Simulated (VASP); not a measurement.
# CdSe (R3m) in VASP: further runs

The runs below take CdSe through single point, with PBE.

All numbers are computed with VASP 6.6.1; they aren't measurements. Logs are shortened: lines on timing, memory, paths and dates and some standing lists are left out, and cuts for length are marked.

**1. The cell of the first run**

It takes space group R3m (No. 160, trigonal). The conventional cell has a = 4.342 Å, b = 4.342 Å, c = 10.636 Å, α = 90.00°, β = 90.00°, γ = 120.00°. Cd (site symmetry 3m) has 4 Se at 2.61 to 2.81 Å within 3.4 Å. Within 3.4 Å of Se (site symmetry 3m) lie 4 Cd at 2.61 to 2.81 Å.

**2. Single point, PBE**

INCAR

```
SYSTEM = CdSe
ALGO     = Normal         ! electronic algorithm
EDIFF    = 1E-7           ! SCF threshold, eV
ENCUT    = 520            ! plane-wave cutoff, eV
GGA      = PE             ! functional
ISIF     = 2              ! what is computed and relaxed
ISMEAR   = 0              ! smearing method
LASPH    = .TRUE.         ! aspherical terms in the spheres
LCHARG   = .FALSE.        ! write CHGCAR
LREAL    = .FALSE.        ! projectors in reciprocal space
LWAVE    = .FALSE.        ! write WAVECAR
NBANDS   = 16             ! bands
NELM     = 80             ! most SCF steps
PREC     = Accurate       ! precision mode
SIGMA    = 0.05           ! smearing width, eV
```

KPOINTS

```
k-points
0
G
  10 10 10
  0 0 0
```

POSCAR

```
CdSe
1.0
    0.0000000000      3.0702711986      3.0702711986
    3.0702711986      0.0000000000      3.0702711986
    3.0702711986      3.0702711986      0.0000000000
Cd Se
1 1
Direct
    0.0000000000      0.0000000000      0.0000000000
    0.7923102072      0.7358965976      0.7358965976
```

Potentials or basis: VASP PAW PBE potentials, release 64 (Cd, Se).

Run with:

```
$ cat potpaw_PBE.64/Cd/POTCAR potpaw_PBE.64/Se/POTCAR > POTCAR
$ mpirun -np 1 vasp_std > vasp.out
```

OUTCAR:

```text
SYSTEM = CdSe
   EDIFF = 1E-7
   ENCUT = 520
   GGA = PE
   ISIF = 2
   ISMEAR = 0
   LASPH = .TRUE.
   LREAL = .FALSE.
   NELM = 80
   PREC = Accurate

 ion  position               nearest neighbor table
   1  0.000  0.000  0.000-   2 2.61   2 2.61   2 2.61   2 2.81
   2  0.792  0.736  0.736-   1 2.61   1 2.61   1 2.61   1 2.81

  LATTYP: Found a face centered cubic cell.
 ALAT       =     6.1405423972

  Lattice vectors:

 A1 = (   0.0000000000,   3.0702711986,   3.0702711986)
 A2 = (   3.0702711986,   0.0000000000,   3.0702711986)
 A3 = (   3.0702711986,   3.0702711986,   0.0000000000)

Analysis of symmetry for initial positions (statically):
=====================================================================
 Subroutine PRICEL returns:
 Original cell was already a primitive cell.

 Routine SETGRP: Setting up the symmetry group for a
 face centered cubic supercell.

 Subroutine GETGRP returns: Found  6 space group operations
 (whereof  6 operations were pure point group operations)
 out of a pool of 48 trial point group operations.

The static configuration has the point symmetry C_3v.

Analysis of symmetry for dynamics (positions and initial velocities):
=====================================================================
 Subroutine PRICEL returns:
 Original cell was already a primitive cell.

 Routine SETGRP: Setting up the symmetry group for a
 face centered cubic supercell.

 Subroutine GETGRP returns: Found  6 space group operations
 (whereof  6 operations were pure point group operations)
 out of a pool of 48 trial point group operations.

The dynamic configuration has the point symmetry C_3v.

 Subroutine INISYM returns: Found  6 space group operations
 (whereof  6 operations are pure point group operations),
 and found     1 'primitive' translations

----------------------------------------------------------------------------------------

                                     Primitive cell

  volume of cell :      57.8842

  direct lattice vectors                    reciprocal lattice vectors
     0.000000000  3.070271199  3.070271199    -0.162852063  0.162852063  0.162852063
     3.070271199  0.000000000  3.070271199     0.162852063 -0.162852063  0.162852063
     3.070271199  3.070271199  0.000000000     0.162852063  0.162852063 -0.162852063

  length of vectors
     4.342019169  4.342019169  4.342019169     0.282068048  0.282068048  0.282068048

  position of ions in fractional coordinates (direct lattice)
     0.000000000  0.000000000  0.000000000
     0.792310207  0.735896598  0.735896598

  ion indices of the primitive-cell ions
   primitive index   ion index
                 1           1
                 2           2

----------------------------------------------------------------------------------------

 KPOINTS: k-points

Automatic generation of k-mesh.
 Grid dimensions read from file:
 generate k-points for:   10   10   10

 Generating k-lattice:

  Cartesian coordinates                     Fractional coordinates (reciprocal lattice)
    -0.016285206  0.016285206  0.016285206     0.100000000  0.000000000  0.000000000
     0.016285206 -0.016285206  0.016285206     0.000000000  0.100000000  0.000000000
     0.016285206  0.016285206 -0.016285206     0.000000000  0.000000000  0.100000000

  Length of vectors
     0.028206805  0.028206805  0.028206805

  Shift w.r.t. Gamma in fractional coordinates (k-lattice)
     0.000000000  0.000000000  0.000000000

 Subroutine IBZKPT returns following result:
 ===========================================

 Found    116 irreducible k-points:

 Following reciprocal coordinates:
            Coordinates               Weight
  0.000000  0.000000  0.000000      1.000000
  0.100000  0.000000  0.000000      2.000000
  0.000000  0.100000  0.000000      6.000000
  0.200000  0.000000  0.000000      2.000000
  0.000000  0.200000  0.000000      6.000000
  0.300000  0.000000  0.000000      2.000000
[... 16 lines left out ...]
  0.000000  0.500000  0.100000     12.000000
  0.100000  0.000000  0.500000      6.000000
 [... further k-points ...]
   k-points           NKPTS =    116   k-points in BZ     NKDIM =    116   number of bands    NBANDS=     16
   number of dos      NEDOS =    301   number of ions     NIONS =      2
   total plane-waves  NPLWV =  32768
   dimension x,y,z NGX =    32 NGY =   32 NGZ =   32
   dimension x,y,z NGXF=    64 NGYF=   64 NGZF=   64
   ions per type =               1   1
   NGX,Y,Z   is equivalent  to a cutoff of  12.25, 12.25, 12.25 a.u.
   NGXF,Y,Z  is equivalent  to a cutoff of  24.50, 24.50, 24.50 a.u.
 SYSTEM =  CdSe
   PREC   = accura    normal or accurate (medium, high low for compatibility)
   ISTART =      0    job   : 0-new  1-cont  2-samecut
   ICHARG =      2    charge: 1-file 2-atom 10-const
   ISPIN  =      1    spin polarized calculation?
   LNONCOLLINEAR =      F non collinear calculations
   LSORBIT =      F    spin-orbit coupling
   LASPH  =      T    aspherical Exc in radial PAW
   ENCUT  =  520.0 eV  38.22 Ry    6.18 a.u.   8.07  8.07  8.07*2*pi/ulx,y,z
   NELM   =     80;   NELMIN=  2; NELMDL= -5     # of ELM steps
   EDIFF  = 0.1E-06   stopping-criterion for ELM
   LREAL  =      F    real-space projection
   EDIFFG = 0.1E-05   stopping-criterion for IOM
   NSW    =      0    number of steps for IOM
   IBRION =     -1    ionic relax: 0-MD 1-quasi-New 2-CG
   NFREE  =      0    steps in history (QN), initial steepest desc. (CG)
   ISIF   =      2    stress and relaxation
   ISYM   =      2    0-nonsym 1-usesym 2-fastsym
   POTIM  = 0.5000    time-step for ionic-motion
   TEBEG  =    0.0;   TEEND  =   0.0 temperature during run
   PSTRESS=    0.0 pullay stress
   NELECT =      18.0000    total number of electrons
   NUPDOWN=      -1.0000    fix difference up-down
   EMIN   =  10.00;   EMAX   =-10.00  energy-range for DOS
   EFERMI =   0.00;   METHOD = LEGACY
   ISMEAR =     0;   SIGMA  =   0.05  broadening in eV -4-tet -1-fermi 0-gaus
   EFERMI_NEDOS =   21; number of points for ismear=-14 and -15
   IALGO  =     38    algorithm
   IMIX   =      4    mixing-type and parameters
     AMIX     =   0.40;   BMIX     =  1.00
     AMIX_MAG =   1.60;   BMIX_MAG =  1.00
  volume/ion in A,a.u.               =      28.94       195.31
  Fermi-wavevector in a.u.,A,eV,Ry     =   1.109121  2.095935 16.737199  1.230149
  Thomas-Fermi vector in A             =   2.245657
   LORBIT       =      0    0 simple, 1 ext, 2 COOP (PROOUT), +10 PAW based schemes
   GGA     = PE    functional components
   LHFCALC =     F    Hartree Fock is set to
   AEXX    =    0.0000 exact exchange contribution
   IVDW    =     0    specifies the selected vdW correction
   LEPSILON=     F    determine dielectric tensor
   LRPA    =     F    only Hartree local field effects (RPA)
 non-spin polarized calculation
 Gauss-broadening in eV      SIGMA  =   0.05
  energy-cutoff  :      520.00
  volume of cell :       57.88
 maximum number of plane-waves:      1588
   NGX = 17   NGY = 17   NGZ = 17

 number of electron      18.0000008 magnetization

 Free energy of the ion-electron system (eV)
  ---------------------------------------------------
  ext. energy  EPLUGINS =         0.00000000
  ---------------------------------------------------
  free energy    TOTEN  =        -5.44872533 eV

  energy without entropy =       -5.44872533  energy(sigma->0) =       -5.44872533

 E-fermi :   1.0037     XC(G=0):  -8.7562

 val. band max:        0.7718623524   @ k =   0.0000   0.0000   0.0000
 cond. band min:       1.2892127286   @ k =   0.0000   0.0000   0.0000
 fundamental gap:      0.5173503762
 Fermi energy:         1.0037198433

 k-point     1 :       0.0000    0.0000    0.0000
  band No.  band energies     occupation
      1     -11.7397      2.00000
      2      -7.1910      2.00000
      3      -7.1910      2.00000
      4      -7.0473      2.00000
      5      -6.7989      2.00000
      6      -6.7989      2.00000
[... 8 lines left out ...]
     15      11.7183      0.00000
     16      11.7183      0.00000

 k-point     2 :       0.1000    0.0000    0.0000
  band No.  band energies     occupation
      1     -11.7093      2.00000
      2      -7.1838      2.00000
      3      -7.1838      2.00000
      4      -7.0195      2.00000
      5      -6.7983      2.00000
      6      -6.7983      2.00000
[... 8 lines left out ...]
     15      11.1920      0.00000
     16      11.1920      0.00000

 k-point     3 :       0.0000    0.1000    0.0000
  band No.  band energies     occupation
      1     -11.7060      2.00000
      2      -7.1769      2.00000
      3      -7.1671      2.00000
      4      -7.0336      2.00000
      5      -6.8005      2.00000
      6      -6.7993      2.00000
[... 8 lines left out ...]
     15      11.1477      0.00000
     16      11.1617      0.00000

 k-point     4 :       0.2000    0.0000    0.0000
  band No.  band energies     occupation
      1     -11.6293      2.00000
      2      -7.1662      2.00000
      3      -7.1662      2.00000
      4      -6.9300      2.00000
      5      -6.7947      2.00000
      6      -6.7947      2.00000
[... 8 lines left out ...]
     15      10.8090      0.00000
     16      11.0032      0.00000

 k-point     5 :       0.0000    0.2000    0.0000
  band No.  band energies     occupation
      1     -11.6171      2.00000
      2      -7.1406      2.00000
      3      -7.1009      2.00000
      4      -6.9851      2.00000
      5      -6.8029      2.00000
      6      -6.7967      2.00000
[... 8 lines left out ...]
     15      10.6854      0.00000
     16      11.0832      0.00000

 k-point     6 :       0.3000    0.0000    0.0000
  band No.  band energies     occupation
      1     -11.5294      2.00000
      2      -7.1477      2.00000
      3      -7.1477      2.00000
      4      -6.7863      2.00000
      5      -6.7863      2.00000
      6      -6.7743      2.00000
[... 8 lines left out ...]
     15      11.0864      0.00000
     16      11.0864      0.00000

 k-point     7 :       0.0000    0.3000    0.0000
  band No.  band energies     occupation
      1     -11.5059      2.00000
      2      -7.0984      2.00000
      3      -7.0445      2.00000
      4      -6.8582      2.00000
      5      -6.8015      2.00000
      6      -6.7796      2.00000
[... 8 lines left out ...]
     15      10.8317      0.00000
     16      11.0755      0.00000

 k-point     8 :       0.4000    0.0000    0.0000
  band No.  band energies     occupation
      1     -11.4480      2.00000
      2      -7.1357      2.00000
      3      -7.1357      2.00000
      4      -6.7758      2.00000
      5      -6.7758      2.00000
      6      -6.5900      2.00000
[... 8 lines left out ...]
     15      11.9759      0.00000
     16      11.9759      0.00000

 k-point     9 :       0.0000    0.4000    0.0000
  band No.  band energies     occupation
      1     -11.4151      2.00000
      2      -7.0681      2.00000
      3      -7.0244      2.00000
      4      -6.7952      2.00000
      5      -6.7825      2.00000
      6      -6.6368      2.00000
[... 8 lines left out ...]
     15      11.6991      0.00000
     16      12.0192      0.00000
[... 172 lines left out ...]
 k-point    19 :       0.4000    0.1000    0.0000
  band No.  band energies     occupation
      1     -11.4517      2.00000
      2      -7.1266      2.00000
      3      -7.1189      2.00000
      4      -6.8065      2.00000
      5      -6.7700      2.00000
      6      -6.6245      2.00000
[... 8 lines left out ...]
     15      11.5010      0.00000
     16      12.3927      0.00000

 k-point    20 :       0.0000    0.4000    0.1000
  band No.  band energies     occupation
      1     -11.4253      2.00000
      2      -7.0722      2.00000
      3      -7.0162      2.00000
      4      -6.8301      2.00000
      5      -6.7800      2.00000
      6      -6.6653      2.00000
[... 8 lines left out ...]
     15      11.4525      0.00000
     16      12.3642      0.00000

 k-point    21 :       0.1000    0.0000    0.4000
  band No.  band energies     occupation
      1     -11.4227      2.00000
      2      -7.0581      2.00000
      3      -7.0168      2.00000
      4      -6.8029      2.00000
      5      -6.7871      2.00000
      6      -6.6868      2.00000
[... 8 lines left out ...]
     15      11.6042      0.00000
     16      12.1145      0.00000

 k-point    22 :       0.5000    0.1000    0.0000
  band No.  band energies     occupation
      1     -11.4040      2.00000
      2      -7.1198      2.00000
      3      -7.1144      2.00000
      4      -6.7877      2.00000
      5      -6.7698      2.00000
      6      -6.4917      2.00000
[... 8 lines left out ...]
     15      12.2059      0.00000
     16      12.8438      0.00000

 k-point    23 :       0.0000    0.5000    0.1000
  band No.  band energies     occupation
      1     -11.3712      2.00000
      2      -7.0523      2.00000
      3      -7.0078      2.00000
      4      -6.8056      2.00000
      5      -6.7754      2.00000
      6      -6.5183      2.00000
[... 8 lines left out ...]
     15      11.9517      0.00000
     16      12.8832      0.00000

 k-point    24 :       0.1000    0.0000    0.5000
  band No.  band energies     occupation
      1     -11.3712      2.00000
      2      -7.0463      2.00000
      3      -7.0154      2.00000
      4      -6.7887      2.00000
      5      -6.7858      2.00000
      6      -6.5222      2.00000
[... 8 lines left out ...]
     15      12.3325      0.00000
     16      12.5790      0.00000

 [... further k-points ...]
[... 5 lines left out ...]
  --------------------------------------------------------------------------------------
  -------------------------------------------------------------------------------------
  Total        0.6904968      0.6904968      0.6904968      0.4155222     -0.4155222      0.4155222
  in kB       19.1122600     19.1122600     19.1122600     11.5012397    -11.5012397     11.5012397
  external PRESSURE =      19.1122600 kB  Pullay stress =       0.0000000 kB

 VOLUME and BASIS-vectors are now :
 -----------------------------------------------------------------------------
  energy-cutoff  :      520.00
  volume of cell :       57.88
      direct lattice vectors                 reciprocal lattice vectors
     0.000000000  3.070271199  3.070271199    -0.162852063  0.162852063  0.162852063
     3.070271199  0.000000000  3.070271199     0.162852063 -0.162852063  0.162852063
     3.070271199  3.070271199  0.000000000     0.162852063  0.162852063 -0.162852063

 POSITION                                       TOTAL-FORCE (eV/Angst)
 -----------------------------------------------------------------------------------
      0.00000      0.00000      0.00000        -0.292723      0.292723      0.292723
      4.51880      4.69201      4.69201         0.292723     -0.292723     -0.292723
 -----------------------------------------------------------------------------------
    total drift:                               -0.000020      0.000021      0.000021

  FREE ENERGIE OF THE ION-ELECTRON SYSTEM (eV)
  ---------------------------------------------------
  free  energy   TOTEN  =        -5.4487253338 eV

  energy  without entropy=       -5.4487253338  energy(sigma->0) =       -5.44872533
```

Run time: 3 min. Hardware: 1 thread of AMD EPYC 7R13, shared host; peak memory 0.23 GiB.

Results:

| Item | Value |
| --- | --- |
| Free energy | -5.4487 eV |
| Pressure | 1.9 GPa |
| Largest force | 0.507 eV/Å |
| Band gap on the k mesh | 0.52 eV, direct |

Forces on the atoms (eV/Å):
```
Cd  -0.293  0.293  0.293
Se   0.293 -0.293 -0.293
```

Stress tensor (GPa, compression positive):
```
 1.91  1.15  1.15
 1.15  1.91 -1.15
 1.15 -1.15  1.91
```

Caveat: the cell differs from its parent crystal (all Se atoms moved -0.150 Å, as atom 2 towards its neighbour atom 1 (Cd) at 2.659 Å).

(Continued in part 2 of 2.)
